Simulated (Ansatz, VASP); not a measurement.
# Ba2FeHS6: VASP beside Ansatz

Contents of POSCAR:

```
Ba2FeHS6
1.0
    0.0000000000      4.5661434900      4.5661434900
    4.5661434900      0.0000000000      4.5661434900
    4.5661434900      4.5661434900      0.0000000000
Ba H S Fe
2 1 6 1
Direct
    0.2500000000      0.2500000000      0.2500000000
    0.7500000000      0.7500000000      0.7500000000
    0.0000000000      0.0000000000      0.0000000000
    0.7682000000      0.2318000000      0.2318000000
    0.2318000000      0.7682000000      0.2318000000
    0.2318000000      0.7682000000      0.7682000000
    0.7682000000      0.2318000000      0.7682000000
    0.2318000000      0.2318000000      0.7682000000
    0.7682000000      0.7682000000      0.2318000000
    0.5000000000      0.5000000000      0.5000000000
```

File INCAR.step1:

```
PREC = Accurate ; ENCUT = 520
ISMEAR = -1 ; SIGMA = 0.0485
LREAL = F ; LASPH = T
NELM = 150 ; LMAXMIX = 4
LDAU = T ; LDAUTYPE = 1
LDAUL = -1 -1 -1 2 ; LDAUU = 0 0 0 7.12
LDAUJ = 0 0 0 0.8 ; NBANDS = 44
GGA = PE ; ALGO = Normal
EDIFF = 1E-4 ; LWAVE = T
LCHARG = F
```

Contents of INCAR.step2:

```
PREC = Accurate ; ENCUT = 520
EDIFF = 1E-7 ; ISMEAR = -1
SIGMA = 0.0485 ; LREAL = F
LASPH = T ; NELM = 150
ALGO = Normal ; ISIF = 2
LWAVE = F ; LCHARG = F
LMAXMIX = 4 ; LDAU = T
LDAUTYPE = 1 ; LDAUL = -1 -1 -1 2
LDAUU = 0 0 0 7.12 ; LDAUJ = 0 0 0 0.8
LDAUPRINT = 1 ; METAGGA = R2SCAN
LMIXTAU = T ; NBANDS = 44
ISTART = 1
```

The input KPOINTS:

```
Automatic mesh
0
Gamma
  7 7 7
```

Input for Ansatz:

```yaml
crystal:
  lattice:
    - [0.0, 4.56614349, 4.56614349]
    - [4.56614349, 0.0, 4.56614349]
    - [4.56614349, 4.56614349, 0.0]
  atoms:
    - { symbol: Ba, position: [0.25, 0.25, 0.25] }
    - { symbol: Ba, position: [0.75, 0.75, 0.75] }
    - { symbol: H, position: [0.0, 0.0, 0.0] }
    - { symbol: S, position: [0.7682, 0.2318, 0.2318] }
    - { symbol: S, position: [0.2318, 0.7682, 0.2318] }
    - { symbol: S, position: [0.2318, 0.7682, 0.7682] }
    - { symbol: S, position: [0.7682, 0.2318, 0.7682] }
    - { symbol: S, position: [0.2318, 0.2318, 0.7682] }
    - { symbol: S, position: [0.7682, 0.7682, 0.2318] }
    - { symbol: Fe, position: [0.5, 0.5, 0.5] }
  symmetry: { tolerance: 0.0003 }
kpoints:
  mp_grid: { grid: [7, 7, 7], shift: [0, 0, 0] }
  band_path:
    path:
      - [0.0, 0.0, 0.0]
      - [0.5, 0.0, 0.5]
      - [0.625, 0.25, 0.625]
      - [0.375, 0.375, 0.75]
      - [0.0, 0.0, 0.0]
      - [0.5, 0.5, 0.5]
      - [0.5, 0.25, 0.75]
      - [0.5, 0.0, 0.5]
    npoints: 10
magnetization:
  spin_polarized: false
scf:
  occupations: { method: fermi_dirac, width: 0.0485 }
  lower_state_search: "off"
  max_iter: 200
hamiltonian:
  pseudopotentials: { kind: paw }
  xc: r2scan
  hubbard:
    projectors: all-electron-ortho-atomic
    sites: [{ species: Fe, l: d, u: 7.12, j: 0.8 }]
basis:
  ecutwfc: 500
  fft_grid_basis: typed
output:
  forces: true
  stress: true
  eigenvalues: true
  bader: true
  populations: true
  elf: true
  write_potential: true
  volumetric_format: npy
  dos:
    e_range: [-12, 8]
    de: 0.05
    projected: { site_lists: { Ba: [Ba], Fe: [Fe], H: [H], S: [S] } }
  write_density: true
checkpoint:
  read: saved_state
```

Alike in both runs: task single point; functional r2SCAN; k mesh 7 × 7 × 7; occupations fermi-dirac, width 0.0485 eV; no spin polarisation; Hubbard terms Fe d U = 7.12 eV, J = 0.8 eV.

|  | VASP | Ansatz |
| --- | --- | --- |
| version | VASP 6.6.1 | Ansatz 0.2.0 |
| potentials or method | VASP PAW PBE potentials, release 64 (Ba_sv, H, S, Fe), cutoff 520 eV | PAW plane waves |
| valence electrons in the cell | 65 | 73 |

VASP gave:

* pressure (GPa): 4.8
* rms of the force components (eV/Å): 0.431

Question: Which values does Ansatz return?

Answer: Pressure (GPa): 3.8; rms of the force components (eV/Å): 0.465.

VASP's potentials were made for PBE, not for r2SCAN. The programs project onto different local orbitals, so the same U acts differently, and such runs can settle in different states. Atom by atom the forces differ by 0.035 eV/Å (rms over components). VASP's potentials hold 65 valence electrons a cell and Ansatz's 73, so a difference there can come from the potentials and not from the codes. Ansatz's warnings: filled band counts differ across k points.

Spin-orbit coupling is off throughout.
